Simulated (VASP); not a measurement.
# BH3 in VASP: single point with r2SCAN

Aim: the single point of BH3 with r2SCAN.

All numbers are computed with VASP 6.6.1; they aren't measurements. Logs are shortened: lines on timing, memory, paths and dates and some standing lists are left out, and cuts for length are marked.

### Step 1. The cell of the first run

The cell holds a molecule in a box, 4 atoms: a = 11.000 Å, b = 11.000 Å, c = 11.000 Å, α = 90.00°, β = 90.00°, γ = 90.00°.

### Step 2. Single point, r2SCAN

POSCAR reads:

```
BH3
1.0
   11.0000000000      0.0000000000      0.0000000000
    0.0000000000     11.0000000000      0.0000000000
    0.0000000000      0.0000000000     11.0000000000
B H
1 3
Direct
    0.4880000000      0.5199409100      0.5052681800
    0.5760272700      0.5560136400      0.5574409100
    0.4616272700      0.4147863600      0.5096409100
    0.4263363600      0.5890318200      0.4487409100
```

INCAR.step1 reads:

```
ALGO = Normal
EDIFF = 1E-5
EFERMI = MIDGAP
ENCUT = 460
GGA = PE
GGA_COMPAT = F
ISIF = 0
ISMEAR = 0
LASPH = T
LCHARG = T
LREAL = F
LWAVE = T
NELM = 100
NELMDL = -8
PREC = Accurate
SIGMA = 0.03
```

INCAR.step2 reads:

```
ALGO = All
EDIFF = 1E-6
EFERMI = MIDGAP
ENCUT = 460
GGA_COMPAT = F
ISEARCH = 1
ISIF = 0
ISMEAR = 0
ISTART = 1
LASPH = T
LCHARG = F
LMIXTAU = T
LREAL = F
LWAVE = F
METAGGA = R2SCAN
NELM = 100
NELMDL = -8
PREC = Accurate
SIGMA = 0.03
```

KPOINTS reads:

```
k-points
0
Gamma
  1 1 1
```

Potentials or basis: VASP PAW PBE potentials, release 64 (B, H).

The run is started by

```
$ cat potpaw_PBE.64/B/POTCAR potpaw_PBE.64/H/POTCAR > POTCAR
$ cp INCAR.step1 INCAR
$ mpirun -np 1 vasp_gam > vasp.out
$ cp INCAR.step2 INCAR
$ mpirun -np 1 vasp_gam > vasp.out
```

OUTCAR:

```text
EDIFF = 1E-6
   EFERMI = MIDGAP
   ENCUT = 460
   ISIF = 0
   ISMEAR = 0
   ISTART = 1
   LASPH = T
   LREAL = F
   METAGGA = R2SCAN
   NELM = 100
   NELMDL = -8
   PREC = Accurate

 Found      1 irreducible k-points:

 Following reciprocal coordinates:
            Coordinates               Weight
  0.000000  0.000000  0.000000      1.000000
   k-points           NKPTS =      1   k-points in BZ     NKDIM =      1   number of bands    NBANDS=      7
   number of dos      NEDOS =    301   number of ions     NIONS =      4
   total plane-waves  NPLWV = 512000
   dimension x,y,z NGX =    80 NGY =   80 NGZ =   80
   dimension x,y,z NGXF=   160 NGYF=  160 NGZF=  160
   ions per type =               1   3
   NGX,Y,Z   is equivalent  to a cutoff of  12.09, 12.09, 12.09 a.u.
   NGXF,Y,Z  is equivalent  to a cutoff of  24.18, 24.18, 24.18 a.u.
 SYSTEM =  unknown system
   PREC   = accura    normal or accurate (medium, high low for compatibility)
   ISTART =      1    job   : 0-new  1-cont  2-samecut
   ICHARG =      0    charge: 1-file 2-atom 10-const
   ISPIN  =      1    spin polarized calculation?
   LNONCOLLINEAR =      F non collinear calculations
   LSORBIT =      F    spin-orbit coupling
   LASPH  =      T    aspherical Exc in radial PAW
   ENCUT  =  460.0 eV  33.81 Ry    5.81 a.u.  19.24 19.24 19.24*2*pi/ulx,y,z
   NELM   =    100;   NELMIN=  2; NELMDL= -8     # of ELM steps
   EDIFF  = 0.1E-05   stopping-criterion for ELM
   LREAL  =      F    real-space projection
   EDIFFG = 0.1E-04   stopping-criterion for IOM
   NSW    =      0    number of steps for IOM
   IBRION =     -1    ionic relax: 0-MD 1-quasi-New 2-CG
   NFREE  =      0    steps in history (QN), initial steepest desc. (CG)
   ISIF   =      0    stress and relaxation
   ISYM   =      2    0-nonsym 1-usesym 2-fastsym
   POTIM  = 0.5000    time-step for ionic-motion
   TEBEG  =    0.0;   TEEND  =   0.0 temperature during run

   SCALEE = 1.0000    scale energy and forces
   PSTRESS=    0.0 pullay stress
   NELECT =       6.0000    total number of electrons
   NUPDOWN=      -1.0000    fix difference up-down
   EMIN   =  10.00;   EMAX   =-10.00  energy-range for DOS
   EFERMI =   0.00;   METHOD = MIDGAP
   ISMEAR =     0;   SIGMA  =   0.03  broadening in eV -4-tet -1-fermi 0-gaus
   EFERMI_NEDOS =   21; number of points for ismear=-14 and -15
   IALGO  =     58    algorithm
   IMIX   =      4    mixing-type and parameters
     AMIX     =   0.40;   BMIX     =  1.00
     AMIX_MAG =   1.60;   BMIX_MAG =  1.00
  volume/ion in A,a.u.               =     332.75      2245.51
  Fermi-wavevector in a.u.,A,eV,Ry     =   0.270437  0.511052  0.995077  0.073136
  Thomas-Fermi vector in A             =   1.108886
   LORBIT       =      0    0 simple, 1 ext, 2 COOP (PROOUT), +10 PAW based schemes
   METAGGA = R2SCAN    functional components
   LHFCALC =     F    Hartree Fock is set to
   AEXX    =    0.0000 exact exchange contribution
   IVDW    =     0    specifies the selected vdW correction
   LEPSILON=     F    determine dielectric tensor
   LRPA    =     F    only Hartree local field effects (RPA)

   CSHIFT  =0.1000    complex shift for real part using Kramers Kronig

   OMEGAMAX=  -1.0    maximum frequency
 non-spin polarized calculation
 Gauss-broadening in eV      SIGMA  =   0.03
  energy-cutoff  :      460.00
  volume of cell :     1331.00
 maximum number of plane-waves:     14928
 NGX is ok and might be reduce to    80
   NGX = 39   NGY = 39   NGZ = 39

 number of electron       5.9999999 magnetization

 Free energy of the ion-electron system (eV)
  ---------------------------------------------------
  ext. energy  EPLUGINS =         0.00000000
  ---------------------------------------------------
  free energy    TOTEN  =       -16.77125238 eV

  energy without entropy =      -16.77125238  energy(sigma->0) =      -16.77125238

 E-fermi :  -5.5909     XC(G=0):  -0.2897

 val. band max:       -8.7206349717   @ k =   0.0000   0.0000   0.0000
 cond. band min:      -2.4549544071   @ k =   0.0000   0.0000   0.0000
 fundamental gap:      6.2656805646
 Fermi energy:        -5.5908531757

 k-point     1 :       0.0000    0.0000    0.0000
  band No.  band energies     occupation
      1     -13.0712      2.00000
      2      -8.7207      2.00000
      3      -8.7206      2.00000
      4      -2.4550      0.00000
      5       0.0823      0.00000
      6       1.2722      0.00000
      7       1.2854      0.00000

------------------------ aborting loop because EDIFF is reached ----------------------------------------

 VOLUME and BASIS-vectors are now :
 -----------------------------------------------------------------------------
  energy-cutoff  :      460.00
  volume of cell :     1331.00
      direct lattice vectors                 reciprocal lattice vectors
    11.000000000  0.000000000  0.000000000     0.090909091  0.000000000  0.000000000
     0.000000000 11.000000000  0.000000000     0.000000000  0.090909091  0.000000000
     0.000000000  0.000000000 11.000000000     0.000000000  0.000000000  0.090909091

 POSITION                                       TOTAL-FORCE (eV/Angst)
 -----------------------------------------------------------------------------------
      5.36800      5.71935      5.55795        -0.000297     -0.000664      0.001128
      6.33630      6.11615      6.13185        -0.052567     -0.021745     -0.031289
      5.07790      4.56265      5.60605         0.015986      0.063504     -0.002653
      4.68970      6.47935      4.93615         0.036878     -0.041095      0.032813
 -----------------------------------------------------------------------------------
    total drift:                                0.000411     -0.000238     -0.000078

  FREE ENERGIE OF THE ION-ELECTRON SYSTEM (eV)
  ---------------------------------------------------
  free  energy   TOTEN  =       -16.7712523802 eV

  energy  without entropy=      -16.7712523802  energy(sigma->0) =      -16.77125238
```

Run time: 2.4 min. Hardware: 1 thread of AMD EPYC 9R14 (Zen 4), shared host; peak memory 0.97 GiB.

Results:

* Free energy: -16.7713 eV
* Largest force: 0.066 eV/Å
* Gap between the frontier levels: 6.27 eV

Forces in eV/Å, atoms in the order of the input:
```
B    0.000 -0.001  0.001
H   -0.053 -0.022 -0.031
H    0.016  0.064 -0.003
H    0.037 -0.041  0.033
```

Caveat: the PAW data sets were made with another functional, which shifts forces and pressure a little.
